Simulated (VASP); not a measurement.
Input of a VASP 6.6.1 run:

INCAR

```
PREC     = Accurate       # precision mode
ENCUT    = 600            # plane-wave cutoff, eV
EDIFF    = 1E-6           # SCF threshold, eV
ISMEAR   = 0              # smearing method
SIGMA    = 0.1            # smearing width, eV
LREAL    = F              # projectors in reciprocal space
LASPH    = T              # aspherical terms in the spheres
NELM     = 100            # most SCF steps
ALGO     = Normal         # electronic algorithm
ISIF     = 3              # what is computed and relaxed
LWAVE    = F              # write WAVECAR
LCHARG   = F              # write CHGCAR
GGA      = PE             # functional
IBRION   = 2              # ionic algorithm
NSW      = 100            # ionic steps
EDIFFG   = -0.01          # ionic threshold
```

The input KPOINTS:

```
Automatic mesh
0
Gamma
  10 10 10
```

Contents of POSCAR:

```
Cu
1.0
   -2.9147271326      2.9147271326      2.2008156480
    2.9147271326     -2.9147271326      2.2008156480
    2.9147271326      2.9147271326     -2.2008156480
Cu
5
Direct
    0.2008692684      0.2008692684      0.4017385369
    0.7991307316      0.2008692684      0.0000000000
    0.7991307316      0.7991307316      0.5982614631
    0.2008692684      0.7991307316      0.0000000000
    0.5000000000      0.5000000000      0.0000000000
```

Potentials or basis: VASP PAW PBE potentials, release 64 (Cu).

Launch:

```console
$ cat potpaw_PBE.64/Cu/POTCAR > POTCAR
$ mpirun -np 1 vasp_std > vasp.out
```

Estimate the relaxed cell.

a = 4.685 Å, b = 4.685 Å, c = 4.685 Å, α = 102.77°, β = 102.77°, γ = 123.91°.

Predict the space group after relaxing (to 0.05 Å).

I4/mmm (No. 139).

Estimate the relaxed volume.

15.06 Å³/atom.

Stress tensor (GPa, compression positive):
```
 0.07  0.00  0.00
 0.00  0.07  0.00
 0.00  0.00 -0.04
```
